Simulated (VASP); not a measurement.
Si5F, 6 atoms in the cell. The structure is hexagonal, space group P6/mmm (No. 191). The conventional cell has a = 4.352 Å, b = 4.352 Å, c = 5.149 Å, α = 90.00°, β = 90.00°, γ = 120.00°. Si (site symmetry 3m) has 8 Si at 2.49 to 2.84 Å and 3 F at 2.80 Å within 3.3 Å. Si (site symmetry 6/mmm) has 2 F at 2.57 Å and 12 Si at 2.84 Å within 3.4 Å. Within 3.4 Å of F (site symmetry 6/mmm) lie 14 Si at 2.57 to 2.80 Å. The cell was generated, and may not be a known phase.

| Item | Value |
| --- | --- |
| Program | VASP 6.6.1 |
| Task | single point |
| Functional | PBE |
| Potentials or basis | VASP PAW PBE potentials, release 64 (Si, F) |
| Cutoff | 520 eV |
| k mesh | 12 × 12 × 8 |
| Occupations | gaussian, width 0.1 eV |
| Spin | no spin polarisation |
| Dipole correction | no |
| Further INCAR settings | ALGO = Normal; EDIFF = 1e-07; NBANDS = 22 |

Potentials or basis: VASP PAW PBE potentials, release 64 (Si, F).

Command:

```bash
$ cat potpaw_PBE.64/Si/POTCAR potpaw_PBE.64/F/POTCAR > POTCAR
$ mpirun -np 1 vasp_std > vasp.out
```

Hardware: 1 thread of Intel Xeon 8259CL, on a shared host.

**Question.** Estimate the wall time of this run.

**Answer.** It took 3.5 min on 1 thread of Intel Xeon 8259CL (shared host), peak memory 0.28 GiB. Counts: scf iterations 16, k points 95.
